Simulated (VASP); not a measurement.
# OH2 in VASP: single point with PBE+D3(BJ)

Aim: the single point of OH2 with PBE+D3(BJ).

Everything below comes from runs of VASP 6.6.1. Logs are shortened: lines on timing, memory, paths and dates and some standing lists are left out, and cuts for length are marked.

### 1 The cell of the first run

The cell holds a molecule in a box, 3 atoms: a = 15.000 Å, b = 15.500 Å, c = 16.000 Å, α = 90.00°, β = 90.00°, γ = 90.00°.

### 2 Single point, PBE+D3(BJ)

The input, INCAR:

```
SYSTEM = H2O
PREC = Accurate
ENCUT = 520
EDIFF = 1E-6
ISMEAR = 0
SIGMA = 0.005
LREAL = .FALSE.
LASPH = .TRUE.
NELM = 100
ALGO = Normal
ISIF = 2
LWAVE = .FALSE.
LCHARG = .FALSE.
GGA = PE
IVDW = 12
ISYM = 0
NBANDS = 11
```

The input, KPOINTS:

```
Automatic mesh
0
G
  1 1 1
  0 0 0
```

The input, POSCAR:

```
H2O
1.0
   15.0000000000      0.0000000000      0.0000000000
    0.0000000000     15.5000000000      0.0000000000
    0.0000000000      0.0000000000     16.0000000000
O H
1 2
Direct
    0.5000921022      0.4799343976      0.4844984174
    0.5508547296      0.5114516720      0.5062921831
    0.4490531683      0.5086139304      0.5092093996
```

Potentials or basis: VASP PAW PBE potentials, release 64 (O, H).

Started as:

```console
$ cat potpaw_PBE.64/O/POTCAR potpaw_PBE.64/H/POTCAR > POTCAR
$ mpirun -np 1 vasp_gam > vasp.out
```

OUTCAR:

```text
SYSTEM = H2O
   PREC = Accurate
   ENCUT = 520
   EDIFF = 1E-6
   ISMEAR = 0
   LREAL = .FALSE.
   LASPH = .TRUE.
   NELM = 100
   ISIF = 2
   GGA = PE
   IVDW = 12
   ISYM = 0
 IVDW          = 12

 ion  position               nearest neighbor table
   1  0.500  0.480  0.484-   2 0.97   3 0.97
   2  0.551  0.511  0.506-   1 0.97
   3  0.449  0.509  0.509-   1 0.97

IMPORTANT INFORMATION: All symmetrisations will be switched off!
NOSYMM: (Re-)initialisation of all symmetry stuff for point group C_1.

----------------------------------------------------------------------------------------

                                     Primitive cell

  volume of cell :    3720.0000

  direct lattice vectors                    reciprocal lattice vectors
    15.000000000  0.000000000  0.000000000     0.066666667  0.000000000  0.000000000
     0.000000000 15.500000000  0.000000000     0.000000000  0.064516129  0.000000000
     0.000000000  0.000000000 16.000000000     0.000000000  0.000000000  0.062500000

  length of vectors
    15.000000000 15.500000000 16.000000000     0.066666667  0.064516129  0.062500000

  position of ions in fractional coordinates (direct lattice)
     0.500092102  0.479934398  0.484498417
     0.550854730  0.511451672  0.506292183
     0.449053168  0.508613930  0.509209400

  ion indices of the primitive-cell ions
   primitive index   ion index
                 1           1
                 2           2
                 3           3

----------------------------------------------------------------------------------------

 KPOINTS: Automatic mesh

Automatic generation of k-mesh.
 Grid dimensions read from file:
 generate k-points for:    1    1    1

 Generating k-lattice:

  Cartesian coordinates                     Fractional coordinates (reciprocal lattice)
     0.066666667  0.000000000  0.000000000     1.000000000  0.000000000  0.000000000
     0.000000000  0.064516129  0.000000000     0.000000000  1.000000000  0.000000000
     0.000000000  0.000000000  0.062500000     0.000000000  0.000000000  1.000000000

  Length of vectors
     0.066666667  0.064516129  0.062500000

  Shift w.r.t. Gamma in fractional coordinates (k-lattice)
     0.000000000  0.000000000  0.000000000

 Subroutine IBZKPT returns following result:
 ===========================================

 Found      1 irreducible k-points:

 Following reciprocal coordinates:
            Coordinates               Weight
  0.000000  0.000000  0.000000      1.000000
   k-points           NKPTS =      1   k-points in BZ     NKDIM =      1   number of bands    NBANDS=     11
   number of dos      NEDOS =    301   number of ions     NIONS =      3
   total plane-waves  NPLWV = ******
   dimension x,y,z NGX =   112 NGY =  120 NGZ =  120
   dimension x,y,z NGXF=   224 NGYF=  240 NGZF=  240
   ions per type =               1   2
   NGX,Y,Z   is equivalent  to a cutoff of  12.41, 12.87, 12.47 a.u.
   NGXF,Y,Z  is equivalent  to a cutoff of  24.83, 25.74, 24.94 a.u.
 SYSTEM =  H2O
   PREC   = accura    normal or accurate (medium, high low for compatibility)
   ISTART =      0    job   : 0-new  1-cont  2-samecut
   ICHARG =      2    charge: 1-file 2-atom 10-const
   ISPIN  =      1    spin polarized calculation?
   LNONCOLLINEAR =      F non collinear calculations
   LSORBIT =      F    spin-orbit coupling
   LASPH  =      T    aspherical Exc in radial PAW
   ENCUT  =  520.0 eV  38.22 Ry    6.18 a.u.  27.89 28.82 29.75*2*pi/ulx,y,z
   NELM   =    100;   NELMIN=  2; NELMDL= -5     # of ELM steps
   EDIFF  = 0.1E-05   stopping-criterion for ELM
   LREAL  =      F    real-space projection
   EDIFFG = 0.1E-04   stopping-criterion for IOM
   NSW    =      0    number of steps for IOM
   IBRION =     -1    ionic relax: 0-MD 1-quasi-New 2-CG
   NFREE  =      0    steps in history (QN), initial steepest desc. (CG)
   ISIF   =      2    stress and relaxation
   ISYM   =      0    0-nonsym 1-usesym 2-fastsym
   POTIM  = 0.5000    time-step for ionic-motion
   TEBEG  =    0.0;   TEEND  =   0.0 temperature during run
   PSTRESS=    0.0 pullay stress
   NELECT =       8.0000    total number of electrons
   NUPDOWN=      -1.0000    fix difference up-down
   EMIN   =  10.00;   EMAX   =-10.00  energy-range for DOS
   EFERMI =   0.00;   METHOD = LEGACY
   ISMEAR =     0;   SIGMA  =   0.01  broadening in eV -4-tet -1-fermi 0-gaus
   EFERMI_NEDOS =   21; number of points for ismear=-14 and -15
   IALGO  =     38    algorithm
   IMIX   =      4    mixing-type and parameters
     AMIX     =   0.40;   BMIX     =  1.00
     AMIX_MAG =   1.60;   BMIX_MAG =  1.00
  volume/ion in A,a.u.               =    1240.00      8367.93
  Fermi-wavevector in a.u.,A,eV,Ry     =   0.211312  0.399321  0.607537  0.044653
  Thomas-Fermi vector in A             =   0.980203
   LORBIT       =      0    0 simple, 1 ext, 2 COOP (PROOUT), +10 PAW based schemes
   GGA     = PE    functional components
   LHFCALC =     F    Hartree Fock is set to
   AEXX    =    0.0000 exact exchange contribution
   IVDW    =    12    specifies the selected vdW correction
   LEPSILON=     F    determine dielectric tensor
   LRPA    =     F    only Hartree local field effects (RPA)
 non-spin polarized calculation
 Gauss-broadening in eV      SIGMA  =   0.01
  energy-cutoff  :      520.00
  volume of cell :     3720.00
 maximum number of plane-waves:     50071
 NGX is ok and might be reduce to   112
   NGX = 55   NGY = 57   NGZ = 59

 number of electron       8.0000000 magnetization

 Free energy of the ion-electron system (eV)
  ---------------------------------------------------
  ext. energy  EPLUGINS =         0.00000000
  ---------------------------------------------------
  free energy    TOTEN  =       -14.23159951 eV

  energy without entropy =      -14.23159951  energy(sigma->0) =      -14.23159951

 E-fermi :  -7.1554     XC(G=0):  -0.1637

 val. band max:       -7.1967170423   @ k =   0.0000   0.0000   0.0000
 cond. band min:      -0.9638432789   @ k =   0.0000   0.0000   0.0000
 fundamental gap:      6.2328737634
 Fermi energy:        -7.1553634716

 k-point     1 :       0.0000    0.0000    0.0000
  band No.  band energies     occupation
      1     -25.3033      2.00000
      2     -13.0631      2.00000
      3      -9.2712      2.00000
      4      -7.1967      2.00000
      5      -0.9638      0.00000
      6       0.0944      0.00000
      7       0.3683      0.00000
      8       0.4784      0.00000
      9       0.5242      0.00000
     10       0.5954      0.00000
     11       0.6285      0.00000

------------------------ aborting loop because EDIFF is reached ----------------------------------------

 Edisp (eV)   -0.00979

 E8    (eV) :    -0.0023

  FORCE on cell =-STRESS in cart. coord.  units (eV):
  Direction    XX          YY          ZZ          XY          YZ          ZX
  --------------------------------------------------------------------------------------
  -------------------------------------------------------------------------------------
  Total       0.13516    -0.03134    -0.04162     0.00563     0.02539    -0.00592
  in kB       0.05821    -0.01350    -0.01792     0.00242     0.01094    -0.00255
  external pressure =        0.01 kB  Pullay stress =        0.00 kB

 VOLUME and BASIS-vectors are now :
 -----------------------------------------------------------------------------
  energy-cutoff  :      520.00
  volume of cell :     3720.00
      direct lattice vectors                 reciprocal lattice vectors
    15.000000000  0.000000000  0.000000000     0.066666667  0.000000000  0.000000000
     0.000000000 15.500000000  0.000000000     0.000000000  0.064516129  0.000000000
     0.000000000  0.000000000 16.000000000     0.000000000  0.000000000  0.062500000

 POSITION                                       TOTAL-FORCE (eV/Angst)
 -----------------------------------------------------------------------------------
      7.50138      7.43898      7.75197        -0.000016     -0.066420     -0.051975
      8.26282      7.92750      8.10067         0.125064      0.036902      0.022195
      6.73580      7.88352      8.14735        -0.125049      0.029518      0.029780
 -----------------------------------------------------------------------------------
    total drift:                                0.000044     -0.000513      0.000790

  FREE ENERGIE OF THE ION-ELECTRON SYSTEM (eV)
  ---------------------------------------------------
  free  energy   TOTEN  =       -14.2413897568 eV

  energy  without entropy=      -14.2413897568  energy(sigma->0) =      -14.24138976
```

It took 3.8 min on 1 thread of Intel Xeon Platinum 8259CL at 2.50GHz (Skylake/Cascade Lake), shared host; peak memory 2.1 GiB.

What came out:

| Quantity | Value |
| --- | --- |
| Free energy | -14.2414 eV |
| Largest force | 0.132 eV/Å |
| Gap between the frontier levels | 6.23 eV |
| Dispersion energy per atom | -0.003 eV |

Forces on the atoms (eV/Å):
```
O    0.000 -0.066 -0.052
H    0.125  0.037  0.022
H   -0.125  0.030  0.030
```
